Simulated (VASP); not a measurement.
Write the native input for VASP 6.6.1 that does the following.

| Property | Result |
| --- | --- |
| Task | single point |
| Functional | PBEsol |
| Potentials or basis | VASP PAW PBE potentials, release 64 (Ru_pv) |
| Cutoff | 520 eV |
| k mesh | 9 × 9 × 9 |
| Occupations | methfessel-paxton, width 0.15 eV |
| Spin | no spin polarisation |
| Dipole correction | no |
| Further INCAR settings | ALGO = Normal; EDIFF = 1e-06; NBANDS = 13 |

The structure of Ru lies in POSCAR:

```
Ru
1.0
    3.0530000000      0.0000000000      0.0000000000
    0.0000000000      3.0530000000      0.0000000000
    0.0000000000      0.0000000000      3.3890000000
Ru
1
Direct
    0.0000000000      0.0000000000      0.0000000000
```

The input as run:

INCAR

```
SYSTEM = Ru
ALGO = Normal ; EDIFF = 1E-6
ENCUT = 520 ; GGA = PS
ISIF = 2 ; ISMEAR = 1
LASPH = .TRUE. ; LCHARG = .FALSE.
LREAL = .FALSE. ; LWAVE = .FALSE.
NBANDS = 13 ; NELM = 60
PREC = Accurate ; SIGMA = 0.15
```

KPOINTS

```
k-points
0
G
  9 9 9
  0 0 0
```

Potentials or basis: VASP PAW PBE potentials, release 64 (Ru_pv).

Run with:

```console
$ cat potpaw_PBE.64/Ru_pv/POTCAR > POTCAR
$ mpirun -np 1 vasp_std > vasp.out
```

It gave:

The pressure is -29.1 GPa and the band gap on the k mesh is zero (band 7 reaches 3.24 eV, above the bottom of band 8 at 2.15 eV).

Caveat: the PAW data sets were made with another functional, which shifts forces and pressure a little.

It took 13 s on 1 thread of Intel(R) Xeon(R) Platinum 8259CL CPU @ 2.50GHz (Skylake/Cascade Lake) (shared host), peak memory 0.16 GiB.
